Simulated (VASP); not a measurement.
# PtS2 (P-3m1) in VASP: single point with PBE

Aim: the single point of PtS2 with PBE.

Everything below comes from runs of VASP 6.6.1. Logs are shortened: lines on timing, memory, paths and dates and some standing lists are left out, and cuts for length are marked.

**1. The cell of the first run**

The structure is trigonal, space group P-3m1 (No. 164). Conventional cell: a = 3.549 Å, b = 3.549 Å, c = 5.597 Å, α = 90.00°, β = 90.00°, γ = 120.00°. Within 3.2 Å of Pt (site symmetry -3m) lie 6 S at 2.39 Å. Within 3.3 Å of S (site symmetry 3m) lie 3 Pt at 2.39 Å and 3 S at 3.21 Å.

**2. Single point, PBE**

Contents of INCAR:

```
SYSTEM = PtS2
  ALGO = Normal
  EDIFF = 1E-6
  ENCUT = 500
  GGA = PE
  GGA_COMPAT = .FALSE.
  ISIF = 2
  ISMEAR = 0
  LASPH = .TRUE.
  LCHARG = .TRUE.
  LELF = .TRUE.
  LREAL = .FALSE.
  LVHAR = .TRUE.
  LWAVE = .FALSE.
  NBANDS = 18
  NELM = 120
  PREC = Accurate
  SIGMA = 0.1
```

Contents of KPOINTS:

```
k-points
0
G
  6 6 4
  0 0 0
```

Contents of POSCAR:

```
PtS2
1.0
    3.5487422900      0.0000000000      0.0000000000
   -1.7743711500      3.0733008400      0.0000000000
    0.0000000000      0.0000000000      5.5970664000
Pt S
1 2
Direct
    0.0000000000      0.0000000000      0.0000000000
    0.6666666900      0.3333333400      0.7796640400
    0.3333333400      0.6666666900      0.2203359500
```

Potentials or basis: VASP PAW PBE potentials, release 64 (Pt, S).

Launch:

```console
cat potpaw_PBE.64/Pt/POTCAR potpaw_PBE.64/S/POTCAR > POTCAR
mpirun -np 1 vasp_std > vasp.out
```

OUTCAR:

```text
SYSTEM = PtS2
   EDIFF = 1E-6
   ENCUT = 500
   GGA = PE
   ISIF = 2
   ISMEAR = 0
   LASPH = .TRUE.
   LREAL = .FALSE.
   NELM = 120
   PREC = Accurate

 ion  position               nearest neighbor table
   1  0.000  0.000  0.000-   2 2.39   3 2.39   3 2.39   2 2.39   3 2.39   2 2.39
   2  0.667  0.333  0.780-   1 2.39   1 2.39   1 2.39
   3  0.333  0.667  0.220-   1 2.39   1 2.39   1 2.39

  LATTYP: Found a hexagonal cell.
 ALAT       =     3.5487422900
 C/A-ratio  =     1.5771971991

  Lattice vectors:

 A1 = (   3.5487422900,   0.0000000000,   0.0000000000)
 A2 = (  -1.7743711500,   3.0733008400,   0.0000000000)
 A3 = (   0.0000000000,   0.0000000000,   5.5970664000)

Analysis of symmetry for initial positions (statically):
=====================================================================
 Subroutine PRICEL returns:
 Original cell was already a primitive cell.

 Routine SETGRP: Setting up the symmetry group for a
 hexagonal supercell.

 Subroutine GETGRP returns: Found 12 space group operations
 (whereof 12 operations were pure point group operations)
 out of a pool of 24 trial point group operations.

The static configuration has the point symmetry D_3d.

Analysis of symmetry for dynamics (positions and initial velocities):
=====================================================================
 Subroutine PRICEL returns:
 Original cell was already a primitive cell.

 Routine SETGRP: Setting up the symmetry group for a
 hexagonal supercell.

 Subroutine GETGRP returns: Found 12 space group operations
 (whereof 12 operations were pure point group operations)
 out of a pool of 24 trial point group operations.

The dynamic configuration has the point symmetry D_3d.

 Subroutine INISYM returns: Found 12 space group operations
 (whereof 12 operations are pure point group operations),
 and found     1 'primitive' translations

----------------------------------------------------------------------------------------

                                     Primitive cell

  volume of cell :      61.0436

  direct lattice vectors                    reciprocal lattice vectors
     3.548742290  0.000000000  0.000000000     0.281789975  0.162691525  0.000000000
    -1.774371150  3.073300840  0.000000000     0.000000000  0.325383050  0.000000000
     0.000000000  0.000000000  5.597066400     0.000000000  0.000000000  0.178665024

  length of vectors
     3.548742290  3.548742176  5.597066400     0.325383039  0.325383050  0.178665024

  position of ions in fractional coordinates (direct lattice)
     0.000000000  0.000000000  0.000000000
     0.666666690  0.333333340  0.779664040
     0.333333340  0.666666690  0.220335950

  ion indices of the primitive-cell ions
   primitive index   ion index
                 1           1
                 2           2
                 3           3

----------------------------------------------------------------------------------------

 KPOINTS: k-points

Automatic generation of k-mesh.
 Grid dimensions read from file:
 generate k-points for:    6    6    4

 Generating k-lattice:

  Cartesian coordinates                     Fractional coordinates (reciprocal lattice)
     0.046964996  0.027115254  0.000000000     0.166666667 -0.000000000  0.000000000
     0.000000000  0.054230508  0.000000000     0.000000000  0.166666667  0.000000000
     0.000000000  0.000000000  0.044666256     0.000000000  0.000000000  0.250000000

  Length of vectors
     0.054230507  0.054230508  0.044666256

  Shift w.r.t. Gamma in fractional coordinates (k-lattice)
     0.000000000  0.000000000  0.000000000

 Subroutine IBZKPT returns following result:
 ===========================================

 Found     24 irreducible k-points:

 Following reciprocal coordinates:
            Coordinates               Weight
  0.000000  0.000000  0.000000      1.000000
  0.166667  0.000000  0.000000      6.000000
  0.333333  0.000000  0.000000      6.000000
  0.500000  0.000000  0.000000      3.000000
  0.166667  0.166667  0.000000      6.000000
  0.333333  0.166667  0.000000     12.000000
[... 16 lines left out ...]
  0.333333  0.166667  0.500000     12.000000
  0.333333  0.333333  0.500000      2.000000
   k-points           NKPTS =     24   k-points in BZ     NKDIM =     24   number of bands    NBANDS=     18
   number of dos      NEDOS =    301   number of ions     NIONS =      3
   total plane-waves  NPLWV =  32928
   dimension x,y,z NGX =    28 NGY =   28 NGZ =   42
   dimension x,y,z NGXF=    56 NGYF=   56 NGZF=   84
   ions per type =               1   2
   NGX,Y,Z   is equivalent  to a cutoff of  13.12, 13.12, 12.47 a.u.
   NGXF,Y,Z  is equivalent  to a cutoff of  26.23, 26.23, 24.95 a.u.
 SYSTEM =  PtS2
   PREC   = accura    normal or accurate (medium, high low for compatibility)
   ISTART =      0    job   : 0-new  1-cont  2-samecut
   ICHARG =      2    charge: 1-file 2-atom 10-const
   ISPIN  =      1    spin polarized calculation?
   LNONCOLLINEAR =      F non collinear calculations
   LSORBIT =      F    spin-orbit coupling
   LASPH  =      T    aspherical Exc in radial PAW
   ENCUT  =  500.0 eV  36.75 Ry    6.06 a.u.   6.47  6.47 10.20*2*pi/ulx,y,z
   NELM   =    120;   NELMIN=  2; NELMDL= -5     # of ELM steps
   EDIFF  = 0.1E-05   stopping-criterion for ELM
   LREAL  =      F    real-space projection
   EDIFFG = 0.1E-04   stopping-criterion for IOM
   NSW    =      0    number of steps for IOM
   IBRION =     -1    ionic relax: 0-MD 1-quasi-New 2-CG
   NFREE  =      0    steps in history (QN), initial steepest desc. (CG)
   ISIF   =      2    stress and relaxation
   ISYM   =      2    0-nonsym 1-usesym 2-fastsym
   POTIM  = 0.5000    time-step for ionic-motion
   TEBEG  =    0.0;   TEEND  =   0.0 temperature during run
   PSTRESS=    0.0 pullay stress
   NELECT =      22.0000    total number of electrons
   NUPDOWN=      -1.0000    fix difference up-down
   EMIN   =  10.00;   EMAX   =-10.00  energy-range for DOS
   EFERMI =   0.00;   METHOD = LEGACY
   ISMEAR =     0;   SIGMA  =   0.10  broadening in eV -4-tet -1-fermi 0-gaus
   EFERMI_NEDOS =   21; number of points for ismear=-14 and -15
   IALGO  =     38    algorithm
   IMIX   =      4    mixing-type and parameters
     AMIX     =   0.40;   BMIX     =  1.00
     AMIX_MAG =   1.60;   BMIX_MAG =  1.00
  volume/ion in A,a.u.               =      20.35       137.31
  Fermi-wavevector in a.u.,A,eV,Ry     =   1.165026  2.201580 18.467001  1.357286
  Thomas-Fermi vector in A             =   2.301557
   LORBIT       =      0    0 simple, 1 ext, 2 COOP (PROOUT), +10 PAW based schemes
   GGA     = PE    functional components
   LHFCALC =     F    Hartree Fock is set to
   AEXX    =    0.0000 exact exchange contribution
   IVDW    =     0    specifies the selected vdW correction
   LEPSILON=     F    determine dielectric tensor
   LRPA    =     F    only Hartree local field effects (RPA)
 non-spin polarized calculation
 Gauss-broadening in eV      SIGMA  =   0.10
  energy-cutoff  :      500.00
  volume of cell :       61.04
 maximum number of plane-waves:      1568
 NGX is ok and might be reduce to    28
   NGX = 13   NGY = 13   NGZ = 21

 number of electron      22.0000000 magnetization

 Free energy of the ion-electron system (eV)
  ---------------------------------------------------
  ext. energy  EPLUGINS =         0.00000000
  ---------------------------------------------------
  free energy    TOTEN  =       -15.44079071 eV

  energy without entropy =      -15.44079071  energy(sigma->0) =      -15.44079071

 E-fermi :   5.5904     XC(G=0):  -9.9475

 val. band max:        5.0831128412   @ k =   0.0000   0.1667   0.2500
 cond. band min:       6.4172283130   @ k =   0.0000   0.3333   0.2500
 fundamental gap:      1.3341154717
 Fermi energy:         5.5903737387

 k-point     1 :       0.0000    0.0000    0.0000
  band No.  band energies     occupation
      1      -9.5095      2.00000
      2      -7.0458      2.00000
      3      -1.0287      2.00000
      4      -0.9515      2.00000
      5      -0.9515      2.00000
      6       1.7431      2.00000
[... 10 lines left out ...]
     17      13.5600      0.00000
     18      16.1681      0.00000

 k-point     2 :       0.1667    0.0000    0.0000
  band No.  band energies     occupation
      1      -9.1700      2.00000
      2      -7.1511      2.00000
      3      -0.8455      2.00000
      4      -0.7481      2.00000
      5      -0.6565      2.00000
      6       1.1702      2.00000
[... 10 lines left out ...]
     17      14.5399      0.00000
     18      15.2765      0.00000

 k-point     3 :       0.3333    0.0000    0.0000
  band No.  band energies     occupation
      1      -8.3423      2.00000
      2      -7.3613      2.00000
      3      -0.9527      2.00000
      4      -0.4227      2.00000
      5       0.0423      2.00000
      6       0.3951      2.00000
[... 10 lines left out ...]
     17      14.5642      0.00000
     18      15.0919      0.00000

 k-point     4 :       0.5000    0.0000    0.0000
  band No.  band energies     occupation
      1      -7.7883      2.00000
      2      -7.4796      2.00000
      3      -1.7204      2.00000
      4      -0.3545      2.00000
      5       0.4740      2.00000
      6       1.0382      2.00000
[... 375 lines left out ...]
      4      -0.6248      2.00000
      5       0.1339      2.00000
      6       0.8710      2.00000
[... 10 lines left out ...]
     17      14.4413      0.00000
     18      14.5655      0.00000

 k-point    23 :       0.3333    0.1667    0.5000
  band No.  band energies     occupation
      1      -7.7737      2.00000
      2      -7.4912      2.00000
      3      -1.3211      2.00000
      4      -0.5514      2.00000
      5       0.2272      2.00000
      6       0.9988      2.00000
[... 10 lines left out ...]
     17      14.2520      0.00000
     18      15.5632      0.00000

 k-point    24 :       0.3333    0.3333    0.5000
  band No.  band energies     occupation
      1      -7.5086      2.00000
      2      -7.5086      2.00000
      3      -0.6819      2.00000
      4      -0.6072      2.00000
      5      -0.6072      2.00000
      6       1.1890      2.00000
[... 10 lines left out ...]
     17      13.4307      0.00000
     18      15.8976      0.00000

------------------------ aborting loop because EDIFF is reached ----------------------------------------

  FORCE on cell =-STRESS in cart. coord.  units (eV):
  Direction    XX          YY          ZZ          XY          YZ          ZX
  --------------------------------------------------------------------------------------
  -------------------------------------------------------------------------------------
  Total        0.8731982      0.8731981      0.3953778     -0.0000000      0.0000000      0.0000000
  in kB       22.9183541     22.9183521     10.3772644     -0.0000000      0.0000000      0.0000000
  external PRESSURE =      18.7379902 kB  Pullay stress =       0.0000000 kB

 VOLUME and BASIS-vectors are now :
 -----------------------------------------------------------------------------
  energy-cutoff  :      500.00
  volume of cell :       61.04
      direct lattice vectors                 reciprocal lattice vectors
     3.548742290  0.000000000  0.000000000     0.281789975  0.162691525  0.000000000
    -1.774371150  3.073300840  0.000000000     0.000000000  0.325383050  0.000000000
     0.000000000  0.000000000  5.597066400     0.000000000  0.000000000  0.178665024

 POSITION                                       TOTAL-FORCE (eV/Angst)
 -----------------------------------------------------------------------------------
      0.00000      0.00000      0.00000        -0.000000     -0.000000      0.000000
      1.77437      1.02443      4.36383         0.000000      0.000000     -0.032420
     -0.00000      2.04887      1.23323        -0.000000     -0.000000      0.032420
 -----------------------------------------------------------------------------------
    total drift:                               -0.000026     -0.000045      0.000031

  FREE ENERGIE OF THE ION-ELECTRON SYSTEM (eV)
  ---------------------------------------------------
  free  energy   TOTEN  =       -15.4407907149 eV

  energy  without entropy=      -15.4407907149  energy(sigma->0) =      -15.44079071
```

Wall time 28 s (1 thread of Intel Xeon 8259CL, shared host); peak memory 0.19 GiB.

What came out:

```yaml
Free_energy: -15.4408 eV
Pressure: 1.9 GPa
Largest_force: 0.032 eV/Å
Band_gap_on_the_k_mesh: 1.33 eV (least direct gap 1.64 eV)
```

Forces in eV/Å, atoms in the order of the input:
```
Pt   0.000  0.000  0.000
S    0.000  0.000 -0.032
S    0.000  0.000  0.032
```

Levels at points of the mesh, in eV from the valence-band top:
```tsv
k point	band 8	band 9	band 10	band 11	band 12	band 13	band 14	band 15
(0.00, 0.00, 0.00)	-1.55	-0.68	-0.68	-0.19	2.67	2.67	5.46	5.51
(0.50, 0.00, 0.00)	-2.55	-2.54	-2.40	-2.07	2.12	2.74	5.50	6.61
(0.00, 0.00, 0.50)	-1.93	-0.92	-0.77	-0.77	2.88	2.88	5.75	7.13
(0.50, 0.00, 0.50)	-2.63	-2.38	-2.23	-1.41	2.36	2.54	5.14	5.96
```

Caveat: spin-orbit coupling is left out, which moves the levels of the heavy elements; this functional lacks dispersion, which binds layers or chains, so the pressure and a relaxed spacing across them are unreliable. A k mesh can miss the band edges.
